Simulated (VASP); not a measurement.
**Y5Ti: relaxation of cell and atoms with PBE**

Y5Ti:

```
Y Ti
1.0
     0.00000    3.96752    3.96752
     3.96752    0.00000    3.96752
     3.96752    3.96752    0.00000
Y Ti
5 1
Direct
  0.25000 0.25000 0.25000
  0.62377 0.12868 0.62377
  0.62377 0.62377 0.12868
  0.62377 0.62377 0.62377
  0.12868 0.62377 0.62377
  0.00000 0.00000 0.00000
```

The cell was built from a structure type or drawn by symmetry, and may not be a known phase.

```json
{
  "Program": "VASP 6.6.1",
  "Task": "relaxation of cell and atoms",
  "Functional": "PBE",
  "Potentials or basis": "VASP PAW PBE potentials, release 64 (Y_sv, Ti_sv)",
  "Cutoff": "500 eV",
  "k mesh": "4 × 4 × 4",
  "Occupations": "gaussian, width 0.1 eV",
  "Spin": "no spin polarisation",
  "Dipole correction": "no",
  "Further INCAR settings": "ALGO = Normal; EDIFF = 1e-07; IBRION = 2; EDIFFG = -0.04; NSW = 90; ISIF = 3"
}
```

* Relaxed volume: 30.94 Å³/atom
* Relaxed cell: a = 6.403 Å, b = 6.403 Å, c = 6.403 Å, α = 60.00°, β = 60.00°, γ = 60.00°
* Space group after relaxing (to 0.1 Å): F-43m (No. 216)
* Energy gained by relaxing: 691.8 meV/atom
* Ionic steps: 5
* Pressure after relaxing: -0.1 GPa
* Largest force after relaxing: 0.038 eV/Å
* Band gap on the k mesh: zero (an odd number of electrons rules out a gap without spin polarisation)

Forces on the atoms (eV/Å):
```
Y    0.000  0.000  0.000
Y    0.022 -0.022  0.022
Y    0.022  0.022 -0.022
Y   -0.022 -0.022 -0.022
Y   -0.022  0.022  0.022
Ti   0.000  0.000  0.000
```

Step by step:
| step | energy change (eV) | largest force (eV/Å) | pressure (GPa) | volume (Å³) |
| --- | --- | --- | --- | --- |
| 1 | 0.0000 | 0.8926 | 28.25 | 124.91 |
| 2 | -3.9483 | 0.1831 | -3.13 | 203.70 |
| 3 | -4.1492 | 0.0917 | 0.23 | 184.16 |
| 4 | -4.1496 | 0.1005 | -0.05 | 185.50 |
| 5 | -4.1508 | 0.0385 | -0.09 | 185.65 |

Final structure:
```yaml
crystal:
  lattice:
    - [0.00000, 4.52783, 4.52783]
    - [4.52783, 0.00000, 4.52783]
    - [4.52783, 4.52783, 0.00000]
  atoms:
    - { symbol: Y, position: [0.25000, 0.25000, 0.25000] }
    - { symbol: Y, position: [0.62608, 0.12177, 0.62608] }
    - { symbol: Y, position: [0.62608, 0.62608, 0.12177] }
    - { symbol: Y, position: [0.62608, 0.62608, 0.62608] }
    - { symbol: Y, position: [0.12177, 0.62608, 0.62608] }
    - { symbol: Ti, position: [0.00000, 0.00000, 0.00000] }
```

Levels at points of the mesh, in eV from the Fermi level:
```
           k point  band 29  band 30  band 31  band 32  band 33  band 34  band 35  band 36  band 37  band 38
(0.00, 0.00, 0.00)    -1.35    -0.95    -0.95    -0.95     0.03     0.03     0.23     0.23     0.23     0.35
(0.50, 0.00, 0.00)    -1.15    -0.81    -0.17    -0.17    -0.08    -0.08     0.22     0.22     0.44     0.52
(0.50, 0.50, 0.00)    -0.72    -0.72    -0.40    -0.35    -0.35    -0.31    -0.05    -0.05     0.09     0.43
```

Run time: 14 min on 1 thread of Intel Xeon 8259CL, on a shared host, peak memory 0.29 GiB.

Caveat: the volume moved by over 15 % at a fixed basis, so the end points are rough.
